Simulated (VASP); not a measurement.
Te2Mo: single point with LDA

Te2Mo, a slab with vacuum:

```
Te Mo
1.0
     3.62254    0.00000    0.00000
    -1.81127    3.13721    0.00000
     0.00000    0.00000   18.30820
Te Mo
2 1
Cartesian
  0.0000 2.0915 16.5709
  0.0000 2.0915 1.7373
  0.0000 0.0000 0.0000
```

This cell differs from its parent crystal: equal strain along all axes, cell held: +4.5 %, then relaxed in part.

| Property | Result |
| --- | --- |
| Program | VASP 6.6.1 |
| Task | single point |
| Functional | LDA |
| Potentials or basis | VASP PAW LDA potentials, release 64 (Te, Mo_sv) |
| Cutoff | 520 eV |
| k mesh | 12 × 12 × 2 |
| Occupations | gaussian, width 0.02 eV |
| Spin | no spin polarisation |
| Dipole correction | no |
| Further INCAR settings | ALGO = Normal; EDIFF = 1e-06; NBANDS = 20 |

| Property | Result |
| --- | --- |
| Largest force | 0.063 eV/Å |
| Band gap on the k mesh | 0.88 eV, direct |

Forces in eV/Å, atoms in the order of the input:
```
Te   0.000  0.000 -0.063
Te   0.000  0.000  0.063
Mo   0.000  0.000  0.000
```

Levels at points of the mesh, in eV from the valence-band top:
| k point | band 10 | band 11 | band 12 | band 13 | band 14 | band 15 | band 16 | band 17 |
| --- | --- | --- | --- | --- | --- | --- | --- | --- |
| (0.00, 0.00, 0.00) | -1.23 | -0.99 | -0.99 | -0.08 | 2.99 | 2.99 | 3.33 | 3.33 |
| (0.50, 0.00, 0.00) | -2.33 | -1.24 | -0.58 | -0.48 | 1.29 | 1.65 | 3.41 | 3.82 |
| (0.00, 0.00, 0.50) | -1.23 | -0.99 | -0.99 | -0.08 | 2.99 | 2.99 | 3.33 | 3.33 |
| (0.50, 0.00, 0.50) | -2.33 | -1.24 | -0.58 | -0.48 | 1.29 | 1.65 | 3.41 | 3.82 |

Wall time 120 s on 1 thread of AMD EPYC 9R45 96-Core Processor (Zen 5) (shared host), peak memory 0.31 GiB.

Caveat: the cell differs from its parent crystal (equal strain along all axes, cell held: +4.5 %, then relaxed in part); spin-orbit coupling is left out, which moves the levels of the heavy elements.
